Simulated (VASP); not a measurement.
Write the native input for VASP 6.6.1 that does the following.

- Task: single point
- Functional: r2SCAN
- Potentials or basis: VASP PAW PBE potentials, release 64 (Re, Ga_d)
- Cutoff: 660 eV
- k mesh: 9 × 9 × 9
- Occupations: fermi-dirac, width 0.058 eV
- Spin: no spin polarisation
- Dipole correction: no
- Further INCAR settings: ALGO = Normal; EDIFF = 1e-06; NBANDS = 25

The system is GaRe3.

```
Re Ga
1.0
     3.90432    0.00000    0.00000
     0.00000    3.90432    0.00000
     0.00000    0.00000    3.90432
Re Ga
3 1
Cartesian
  0.0000 1.9522 1.9522
  1.9522 0.0000 1.9522
  1.9522 1.9522 0.0000
  0.0000 0.0000 0.0000
```

The input as run:

POSCAR

```
GaRe3
1.0
    3.9043160000      0.0000000000      0.0000000000
    0.0000000000      3.9043160000      0.0000000000
    0.0000000000      0.0000000000      3.9043160000
Re Ga
3 1
Direct
    0.0000000000      0.5000000000      0.5000000000
    0.5000000000      0.0000000000      0.5000000000
    0.5000000000      0.5000000000      0.0000000000
    0.0000000000      0.0000000000      0.0000000000
```

INCAR.step1

```
SYSTEM = GaRe3
PREC = Accurate
ENCUT = 660
ISMEAR = -1
SIGMA = 0.058
LREAL = .False.
LASPH = .True.
NELM = 120
NBANDS = 25
GGA = PE
ALGO = Normal
EDIFF = 1E-5
LWAVE = .True.
LCHARG = .False.
GGA_COMPAT = .False.
```

INCAR.step2

```
SYSTEM = GaRe3
PREC = Accurate
ENCUT = 660
EDIFF = 1E-6
ISMEAR = -1
SIGMA = 0.058
LREAL = .False.
LASPH = .True.
NELM = 120
ALGO = Normal
ISIF = 2
LWAVE = .False.
LCHARG = .True.
METAGGA = R2SCAN
LMIXTAU = .True.
LELF = .True.
LVHAR = .True.
NBANDS = 25
ISTART = 1
GGA_COMPAT = .False.
```

KPOINTS

```
Automatic mesh
0
Gamma
  9 9 9
  0 0 0
```

Potentials or basis: VASP PAW PBE potentials, release 64 (Re, Ga_d).

The run is started by

```bash
$ cat potpaw_PBE.64/Re/POTCAR potpaw_PBE.64/Ga_d/POTCAR > POTCAR
$ cp INCAR.step1 INCAR
$ mpirun -np 1 vasp_std > vasp.out
$ cp INCAR.step2 INCAR
$ mpirun -np 1 vasp_std > vasp.out
```

It gave:

```
Pressure               : -5.2 GPa
Band gap on the k mesh : zero (bands 17 and 18 overlap by 1.51 eV)
```

Caveat: the cell stands under tension; the PAW data sets were made with another functional, which shifts forces and pressure a little; spin-orbit coupling is left out, which moves the levels of the heavy elements.

Wall time 3.4 min on 1 thread of Intel(R) Xeon(R) Platinum 8259CL CPU @ 2.50GHz (Skylake/Cascade Lake) (shared host), peak memory 0.25 GiB.
